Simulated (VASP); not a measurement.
Runs of VASP 6.6.1 on SrTiO3. The structure is that of space group Pm-3m (No. 221), or close to it. The cells are those of the table. 

```tsv
task	level	spin	U	cell	cutoff (eV)	gap on the mesh (eV)	pressure (GPa)	moment (μB)
single point	r2SCAN	collinear	-	a = 3.936 Å, 5 atoms	520	2.22	(b)	0.00
relaxation of cell and atoms	PBE	off	-	relaxed from a = 3.905 Å, 5 atoms	600	1.81	0.0	-
single point	PBE+U	collinear	Ti d U = 4.0 eV	a = 3.936 Å, 5 atoms	520	(a)	4.2	0.00
single point	PBEsol	off	-	a = 3.936 Å, 5 atoms	520	1.76	-5.4	-
```

Alike in all rows: potentials or basis VASP PAW PBE potentials, release 64 (Sr_sv, Ti_sv, O); k mesh 8 × 8 × 8; smearing gaussian 0.02 eV.

Task: Estimate the missing entries.

Result: (a) 2.33; (b) -3.2.

Caveats: the cell stands under tension (at least some runs); the PAW data sets were made with another functional, which shifts forces and pressure a little (at least some runs); the cell stands under pressure (at least some runs).

A k mesh can miss the band edges, and the runs leave out spin-orbit coupling on Sr.
